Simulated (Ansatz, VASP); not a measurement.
## Ag: VASP beside Ansatz

POSCAR

```
Ag
1.0
    0.0000000000      2.0124535000      2.0431000000
    2.0431000000      0.0000000000      2.0431000000
    2.0431000000      2.0124535000      0.0000000000
Ag
1
Direct
    0.0000000000      0.0000000000      0.0000000000
```

Contents of INCAR.step1:

```
SYSTEM = Ag
  PREC = Accurate
  ENCUT = 520
  ISMEAR = 0
  SIGMA = 0.15
  LREAL = .FALSE.
  LASPH = .TRUE.
  NELM = 60
  NBANDS = 12
  GGA = PE
  ALGO = Normal
  EDIFF = 1E-4
  LWAVE = .TRUE.
  LCHARG = .FALSE.
```

INCAR.step2

```
SYSTEM = Ag
  PREC = Accurate
  ENCUT = 520
  EDIFF = 1E-7
  ISMEAR = 0
  SIGMA = 0.15
  LREAL = .FALSE.
  LASPH = .TRUE.
  NELM = 60
  ALGO = Normal
  ISIF = 2
  LWAVE = .FALSE.
  LCHARG = .FALSE.
  METAGGA = R2SCAN
  LMIXTAU = .TRUE.
  NBANDS = 12
  ISTART = 1
```

File KPOINTS:

```
regular mesh
0
G
  20 20 20
  0 0 0
```

Input for Ansatz:

```yaml
crystal:
  lattice:
    - [0.0, 2.0124535, 2.0431]
    - [2.0431, 0.0, 2.0431]
    - [2.0431, 2.0124535, 0.0]
  atoms:
    - { symbol: Ag, position: [0.0, 0.0, 0.0] }
basis:
  ecutwfc: 500
kpoints:
  mp_grid: { grid: [20, 20, 20] }
hamiltonian:
  xc: r2scan
scf:
  occupations: { method: gaussian, width: 0.15 }
output:
  forces: true
  stress: true
  eigenvalues: true
```

Change from the starting cell: strain -0.0150 x Voigt [0, 1, 0, 0, 0, 0], atoms carried along.

Alike in both runs: task single point; functional r2SCAN; k mesh 20 × 20 × 20; occupations gaussian, width 0.15 eV; no spin polarisation.

```csv
,VASP,Ansatz
version,VASP 6.6.1,Ansatz 0.2.0
potentials or method,"VASP PAW PBE potentials, release 64 (Ag), cutoff 520 eV","scalar-relativistic, plane waves, PAW"
valence electrons in the cell,11,19
```

```tsv
	VASP	Ansatz	Ansatz less VASP
gap on the k mesh at the Fermi level (eV)	none	none	-
pressure (GPa)	3.4	3.2	-0.18
traceless stress, the component that is largest in VASP (GPa)	0.38	0.37	-0.007
```

VASP's potentials were made for PBE, not for r2SCAN. A gap of «none» marks a metal or a gap that the smearing closes. The functional is the same, so the differences come from potentials, cutoffs and numerics. VASP's potentials hold 11 valence electrons a cell and Ansatz's 19, so a difference there can come from the potentials and not from the codes.
